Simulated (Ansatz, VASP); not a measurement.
Two plane-wave programs on Rh

```
Rh
1.0
     0.00000    1.93958    1.90155
     1.90155    0.00000    1.90155
     1.90155    1.93958    0.00000
Rh
1
Cartesian
  0.0000 0.0000 0.0000
```

Change from the starting cell: strain +0.0200 x Voigt [0, 1, 0, 0, 0, 0], atoms carried along.

Alike in both runs: task single point; functional PBEsol; k mesh 22 × 22 × 22; occupations gaussian, width 0.15 eV; no spin polarisation.

|  | VASP | Ansatz |
| --- | --- | --- |
| version | VASP 6.6.1 | Ansatz 0.2.0 |
| potentials or method | VASP PAW PBE potentials, release 64 (Rh_pv), cutoff 520 eV | scalar-relativistic, plane waves, PAW |
| valence electrons in the cell | 15 | 17 |

```csv
,VASP,Ansatz,Ansatz less VASP
gap on the k mesh at the Fermi level (eV),none,none,-
pressure (GPa),-10.2,-10.1,+0.13
"traceless stress, the component that is largest in VASP (GPa)",-3.12,-3.13,-0.011
```

VASP's potentials were made for PBE, not for PBEsol. A gap of «none» marks a metal or a gap that the smearing closes. VASP's potentials hold 15 valence electrons a cell and Ansatz's 17, so a difference there can come from the potentials and not from the codes.
